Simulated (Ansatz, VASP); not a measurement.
## Ba in VASP and in Ansatz

File INCAR:

```
SYSTEM = Ba
  PREC = Accurate
  ENCUT = 520
  EDIFF = 1E-6
  ISMEAR = 0
  SIGMA = 0.15
  LREAL = .False.
  LASPH = .True.
  NELM = 100
  ALGO = Fast
  ISIF = 2
  LWAVE = .False.
  LCHARG = .False.
  GGA = PE
  NBANDS = 11
```

Contents of KPOINTS:

```
regular mesh
0
Gamma
  14 14 14
  0 0 0
```

File POSCAR:

```
Ba
1.0
    0.0000000000      3.2326650028      3.3942982529
    3.2326650028      0.0000000000      3.3942982529
    3.2326650028      3.2326650028      0.0000000000
Ba
1
Direct
    0.0000000000      0.0000000000      0.0000000000
```

Input for Ansatz:

```yaml
crystal:
  lattice:
    - [0.0, 3.2326650028, 3.3942982529]
    - [3.2326650028, 0.0, 3.3942982529]
    - [3.2326650028, 3.2326650028, 0.0]
  atoms:
    - { symbol: Ba, position: [0.0, 0.0, 0.0] }
basis:
  ecutwfc: 420
kpoints:
  mp_grid: { grid: [14, 14, 14] }
hamiltonian:
  xc: pbe
scf:
  occupations: { method: gaussian, width: 0.15 }
output:
  forces: true
  stress: true
  eigenvalues: true
```

Change from the starting cell: strain +0.000 along x and y, +0.050 along z, atoms carried along.

Alike in both runs: task single point; functional PBE; k mesh 14 × 14 × 14; occupations gaussian, width 0.15 eV; no spin polarisation.

|  | VASP | Ansatz |
| --- | --- | --- |
| version | VASP 6.6.1 | Ansatz 0.2.0 |
| potentials or method | VASP PAW PBE potentials, release 64 (Ba_sv), cutoff 520 eV | scalar-relativistic, plane waves, PAW |
| valence electrons in the cell | 10 | 10 |

|  | VASP | Ansatz | Ansatz less VASP |
| --- | --- | --- | --- |
| gap on the k mesh at the Fermi level (eV) | none | none | - |
| pressure (GPa) | -0.7 | -0.7 | -0.03 |
| traceless stress, the component that is largest in VASP (GPa) | -0.10 | -0.10 | 0.000 |

A gap of «none» marks a metal or a gap that the smearing closes.

Spin-orbit coupling is off throughout.
